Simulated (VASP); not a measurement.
A run of VASP 6.6.1 is set up as follows.

File INCAR:

```
PREC = Accurate
ENCUT = 820
EDIFF = 1E-6
ISMEAR = -1
SIGMA = 0.05
LREAL = False
LASPH = True
NELM = 200
ALGO = Normal
ISIF = 2
LWAVE = False
LCHARG = False
LMAXMIX = 4
LDAU = True
LDAUTYPE = 2
LDAUL = 2 -1
LDAUU = 8 0
LDAUJ = 0 0
LDAUPRINT = 1
GGA = PS
NBANDS = 33
GGA_COMPAT = False
```

Contents of KPOINTS:

```
regular mesh
0
Gamma
  10 10 5
```

POSCAR

```
CuO
1.0
    2.3446500000     -1.7134000000      0.0000000000
    2.3446500000      1.7134000000      0.0000000000
   -0.8605543552      0.0000000000      5.0594363927
Cu O
2 2
Direct
    0.4968000000      0.0032000000      0.5000000000
    0.0032000000      0.4968000000      0.0000000000
    0.4056000000      0.5714000000      0.7537000000
    0.5714000000      0.4056000000      0.2537000000
```

Potentials or basis: VASP PAW PBE potentials, release 64 (Cu_sv_GW, O).

Command:

```bash
$ cat potpaw_PBE.64/Cu_sv_GW/POTCAR potpaw_PBE.64/O/POTCAR > POTCAR
$ mpirun -np 1 vasp_std > vasp.out
```

(1) What does it give for the pressure?

(2) Predict the band gap on the k mesh.

(3) Predict the largest force.

## Answers

(1) -4.9 GPa.

(2) zero (bands 25 and 26 overlap by 0.62 eV).

(3) 0.674 eV/Å.

Caveat: the cell stands under tension; the PAW data sets were made with another functional, which shifts forces and pressure a little; U without spin polarisation on a metal has little footing.
